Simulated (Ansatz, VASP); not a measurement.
# TaRh: VASP beside Ansatz

```
CELL_PARAMETERS angstrom
4.40257 0.00000 0.00000
-2.20128 3.81274 0.00000
0.00000 0.00000 5.12145
ATOMIC_POSITIONS crystal
Ta 0.33333 0.66667 0.94105
Ta 0.66667 0.33333 0.44105
Rh 0.33333 0.66667 0.44105
Rh 0.66667 0.33333 0.94105
```

Alike in both runs: functional PBE; k mesh 6 × 6 × 4; occupations gaussian, width 0.1 eV; no spin polarisation.

Ansatz relaxed the structure, and its values are those at the end. VASP's run is a single point on that final structure, the one shown.

|  | VASP | Ansatz |
| --- | --- | --- |
| version | VASP 6.6.1 | Ansatz 0.2.0 |
| potentials or method | VASP PAW PBE potentials, release 64 (Ta_pv, Rh_pv), cutoff 520 eV | scalar-relativistic, plane waves, PAW |
| valence electrons in the cell | 52 | 60 |

|  | VASP | Ansatz | Ansatz less VASP |
| --- | --- | --- | --- |
| gap on the k mesh at the Fermi level (eV) | none | none | - |
| pressure (GPa) | 0.2 | 0.0 | -0.15 |

A gap of «none» marks a metal or a gap that the smearing closes. VASP's potentials hold 52 valence electrons a cell and Ansatz's 60, so a difference there can come from the potentials and not from the codes.

Spin-orbit coupling is off throughout.
